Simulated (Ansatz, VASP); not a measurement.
## As in VASP and in Ansatz

```
CELL_PARAMETERS angstrom
1.86406 -5.43388 0.00000
1.86406 5.43388 0.00000
0.00000 0.00000 4.29491
ATOMIC_POSITIONS crystal
As 0.11191 0.88809 0.05591
As 0.61191 0.38809 0.44409
As 0.88809 0.11191 0.94409
As 0.38809 0.61191 0.55591
```

Alike in both runs: functional PBEsol; k mesh 12 × 12 × 10; occupations gaussian, width 0.1 eV; no spin polarisation.

Ansatz relaxed the structure, and its values are those at the end. VASP's run is a single point on that final structure, the one shown.

```csv
,VASP,Ansatz
version,VASP 6.6.1,Ansatz 0.2.0
potentials or method,"VASP PAW PBE potentials, release 64 (As), cutoff 520 eV","scalar-relativistic, plane waves, PAW"
valence electrons in the cell,20,60
```

```tsv
	VASP	Ansatz	Ansatz less VASP
gap on the k mesh at the Fermi level (eV)	none	none	-
pressure (GPa)	0.4	0.0	-0.43
rms of the force components (eV/Å)	0.041	0.002	-0.0383
```

VASP's potentials were made for PBE, not for PBEsol. A gap of «none» marks a metal or a gap that the smearing closes. VASP's potentials hold 20 valence electrons a cell and Ansatz's 60, so a difference there can come from the potentials and not from the codes.
